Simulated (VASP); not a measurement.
# BaTiO3 (P4/mmm) in VASP: notebook, part 2 of 2

VASP 6.6.1. The steps go on from the part before.

**3. Electric field gradients, PBEsol (equal xx and yy strain of -1 %)**

INCAR

```
PREC = Accurate ; ENCUT = 520
EDIFF = 1E-8 ; ISMEAR = -1
SIGMA = 0.03 ; LREAL = F
LASPH = T ; NELM = 100
ALGO = Normal ; ISIF = 2
LWAVE = F ; LCHARG = F
GGA = PS ; LEFG = T
NBANDS = 28
```

KPOINTS

```
Automatic mesh
0
Gamma
  7 7 7
```

POSCAR

```
BaTiO3
1.0
    3.9598020000      0.0000000000      0.0000000000
    0.0000000000      3.9598020000      0.0000000000
    0.0000000000      0.0000000000      4.0180000000
Ba Ti O
1 1 3
Direct
    0.0000000000      0.0000000000      0.0000000000
    0.5000000000      0.5000000000      0.5000000000
    0.5000000000      0.5000000000      0.0000000000
    0.5000000000      0.0000000000      0.5000000000
    0.0000000000      0.5000000000      0.5000000000
```

Potentials or basis: VASP PAW PBE potentials, release 64 (Ba_sv, Ti_sv, O).

Run with:

```console
$ cat potpaw_PBE.64/Ba_sv/POTCAR potpaw_PBE.64/Ti_sv/POTCAR potpaw_PBE.64/O/POTCAR > POTCAR
$ mpirun -np 1 vasp_std > vasp.out
```

OUTCAR:

```text
PREC = Accurate
   ENCUT = 520
   EDIFF = 1E-8
   ISMEAR = -1
   LREAL = F
   LASPH = T
   NELM = 100
   ISIF = 2
   GGA = PS

 ion  position               nearest neighbor table
   1  0.000  0.000  0.000-   3 2.80   3 2.80   3 2.80   3 2.80   5 2.82   4 2.82   5 2.82   5 2.82
                             5 2.82   4 2.82   4 2.82   4 2.82   2 3.45   2 3.45   2 3.45   2 3.45
   2  0.500  0.500  0.500-   4 1.98   5 1.98   4 1.98   5 1.98   3 2.01   3 2.01   1 3.45   1 3.45
                             1 3.45   1 3.45   1 3.45   1 3.45   1 3.45   1 3.45
   3  0.500  0.500  0.000-   2 2.01   2 2.01   1 2.80   1 2.80   1 2.80   1 2.80
   4  0.500  0.000  0.500-   2 1.98   2 1.98   1 2.82   1 2.82   1 2.82   1 2.82
   5  0.000  0.500  0.500-   2 1.98   2 1.98   1 2.82   1 2.82   1 2.82   1 2.82

  LATTYP: Found a simple tetragonal cell.
 ALAT       =     3.9598020000
 C/A-ratio  =     1.0146971995

[... 981 lines left out ...]
   4     -11.899    18.910    -7.010    -0.000    -0.000    -0.000
   5      18.910   -11.899    -7.010    -0.000    -0.000    -0.000
---------------------------------------------------------------------

 Electric field gradients after diagonalization (V/A^2)
 (convention: |V_zz| > |V_xx| > |V_yy|)
----------------------------------------------------------------------
 ion       V_xx      V_yy      V_zz     asymmetry (V_yy - V_xx)/ V_zz
----------------------------------------------------------------------
   1      -1.418    -1.418     2.837       0.000
   2      -6.531    -6.531    13.061       0.000
   3     -12.949   -12.949    25.899       0.000
   4     -11.899    -7.010    18.910       0.259
   5     -11.899    -7.010    18.910       0.259
----------------------------------------------------------------------

           NMR quadrupolar parameters

 Cq : quadrupolar parameter    Cq=e*Q*V_zz/h
 eta: asymmetry parameters     (V_yy - V_xx)/ V_zz
 Q  : nuclear electric quadrupole moment in mb (millibarn)
----------------------------------------------------------------------
 ion       Cq(MHz)       eta       Q (mb)
----------------------------------------------------------------------
   1       0.007       0.000       1.000
   2       0.032       0.000       1.000
   3       0.063       0.000       1.000
   4       0.046       0.259       1.000
   5       0.046       0.259       1.000
----------------------------------------------------------------------
```

Wall time 1.7 min (1 thread of AMD EPYC 7R13, shared host); peak memory 0.19 GiB.

What came out:

| Quantity | Value |
| --- | --- |
| Free energy | -41.9752 eV |
| Pressure | 0.8 GPa |
| Band gap on the k mesh | 1.78 eV (least direct gap 1.84 eV) |
| Largest electric field gradient by atom | Ba +2.8; Ti +13.1; O +25.9, +18.9 (each value once) V/Å² |

Levels at points of the mesh, in eV from the valence-band top:
```tsv
k point	band 17	band 18	band 19	band 20	band 21	band 22	band 23	band 24
(0.00, 0.00, 0.00)	-1.06	-0.08	-0.06	-0.06	1.78	1.78	1.81	4.06
```

Electric field gradients, principal values (V/Å²):
| atom | least | middle | greatest (by size) |
| --- | --- | --- | --- |
| 1 Ba | -1.418 | -1.418 | 2.837 |
| 2 Ti | -6.531 | -6.531 | 13.061 |
| 3 O | -12.949 | -12.949 | 25.899 |
| 4 O | -7.010 | -11.899 | 18.910 |
| 5 O | -7.010 | -11.899 | 18.910 |

Caveat: the cell differs from its parent crystal (equal xx and yy strain of -1 %); without QUAD_EFG the Cq values of the log hold for a quadrupole moment of 1 mb, not for the nuclei; the PAW data sets were made with another functional, which shifts forces and pressure a little; spin-orbit coupling is left out, which moves the levels of the heavy elements; an odd mesh through Γ misses points on the zone boundary, where band edges can lie.

**4. Electric field gradients, PBEsol (zz strain of +1 %)**

INCAR

```
SYSTEM = BaTiO3
PREC = Accurate ; ENCUT = 520
EDIFF = 1E-8 ; ISMEAR = -1
SIGMA = 0.03 ; LREAL = .False.
LASPH = .True. ; NELM = 100
ALGO = Normal ; ISIF = 2
LWAVE = .False. ; LCHARG = .False.
GGA = PS ; LEFG = .True.
NBANDS = 28
```

KPOINTS

```
Automatic mesh
0
Gamma
  7 7 7
  0 0 0
```

POSCAR: that of step 3 with these lines changed.

```diff
@@ -2,5 +2,5 @@
 1.0
-    3.9598020000      0.0000000000      0.0000000000
-    0.0000000000      3.9598020000      0.0000000000
-    0.0000000000      0.0000000000      4.0180000000
+    3.9998000000      0.0000000000      0.0000000000
+    0.0000000000      3.9998000000      0.0000000000
+    0.0000000000      0.0000000000      4.0581800000
 Ba Ti O
```

Potentials or basis: VASP PAW PBE potentials, release 64 (Ba_sv, Ti_sv, O).

Run with:

```console
$ cat potpaw_PBE.64/Ba_sv/POTCAR potpaw_PBE.64/Ti_sv/POTCAR potpaw_PBE.64/O/POTCAR > POTCAR
$ mpirun -np 1 vasp_std > vasp.out
```

OUTCAR:

```text
SYSTEM = BaTiO3
   PREC = Accurate
   ENCUT = 520
   EDIFF = 1E-8
   ISMEAR = -1
   LREAL = .False.
   LASPH = .True.
   NELM = 100
   ISIF = 2
   GGA = PS

 ion  position               nearest neighbor table
   1  0.000  0.000  0.000-   3 2.83   3 2.83   3 2.83   3 2.83   5 2.85   4 2.85   5 2.85   5 2.85
                             5 2.85   4 2.85   4 2.85   4 2.85   2 3.48   2 3.48   2 3.48   2 3.48
   2  0.500  0.500  0.500-   4 2.00   5 2.00   4 2.00   5 2.00   3 2.03   3 2.03   1 3.48   1 3.48
                             1 3.48   1 3.48   1 3.48   1 3.48   1 3.48   1 3.48
   3  0.500  0.500  0.000-   2 2.03   2 2.03   1 2.83   1 2.83   1 2.83   1 2.83
   4  0.500  0.000  0.500-   2 2.00   2 2.00   1 2.85   1 2.85   1 2.85   1 2.85
   5  0.000  0.500  0.500-   2 2.00   2 2.00   1 2.85   1 2.85   1 2.85   1 2.85

  LATTYP: Found a simple tetragonal cell.
[... 984 lines left out ...]
   4     -13.237    21.635    -8.398    -0.000    -0.000    -0.000
   5      21.635   -13.237    -8.398    -0.000    -0.000    -0.000
---------------------------------------------------------------------

 Electric field gradients after diagonalization (V/A^2)
 (convention: |V_zz| > |V_xx| > |V_yy|)
----------------------------------------------------------------------
 ion       V_xx      V_yy      V_zz     asymmetry (V_yy - V_xx)/ V_zz
----------------------------------------------------------------------
   1      -1.343    -1.343     2.685       0.000
   2      -6.169    -6.169    12.338       0.000
   3     -14.194   -14.194    28.387       0.000
   4     -13.237    -8.398    21.635       0.224
   5     -13.237    -8.398    21.635       0.224
----------------------------------------------------------------------

           NMR quadrupolar parameters

 Cq : quadrupolar parameter    Cq=e*Q*V_zz/h
 eta: asymmetry parameters     (V_yy - V_xx)/ V_zz
 Q  : nuclear electric quadrupole moment in mb (millibarn)
----------------------------------------------------------------------
 ion       Cq(MHz)       eta       Q (mb)
----------------------------------------------------------------------
   1       0.006       0.000       1.000
   2       0.030       0.000       1.000
   3       0.069       0.000       1.000
   4       0.052       0.224       1.000
   5       0.052       0.224       1.000
----------------------------------------------------------------------
```

Run time: 1.8 min. Hardware: 1 thread of AMD EPYC 7R13, shared host; peak memory 0.19 GiB.

What came out:

| Item | Value |
| --- | --- |
| Free energy | -41.9549 eV |
| Pressure | -4.4 GPa |
| Band gap on the k mesh | 1.73 eV (least direct gap 1.82 eV) |
| Largest electric field gradient by atom | Ba +2.7; Ti +12.3; O +28.4, +21.6 (each value once) V/Å² |

Stress tensor (GPa, compression positive):
```
-3.51  0.00  0.00
 0.00 -3.51  0.00
 0.00  0.00 -6.06
```

Electric field gradients, principal values (V/Å²):
```csv
atom,least,middle,greatest (by size)
1 Ba,-1.343,-1.343,2.685
2 Ti,-6.169,-6.169,12.338
3 O,-14.194,-14.194,28.387
4 O,-8.398,-13.237,21.635
5 O,-8.398,-13.237,21.635
```

Caveat: the cell differs from its parent crystal (zz strain of +1 %); the cell stands under tension; without QUAD_EFG the Cq values of the log hold for a quadrupole moment of 1 mb, not for the nuclei; the PAW data sets were made with another functional, which shifts forces and pressure a little; spin-orbit coupling is left out, which moves the levels of the heavy elements; an odd mesh through Γ misses points on the zone boundary, where band edges can lie.
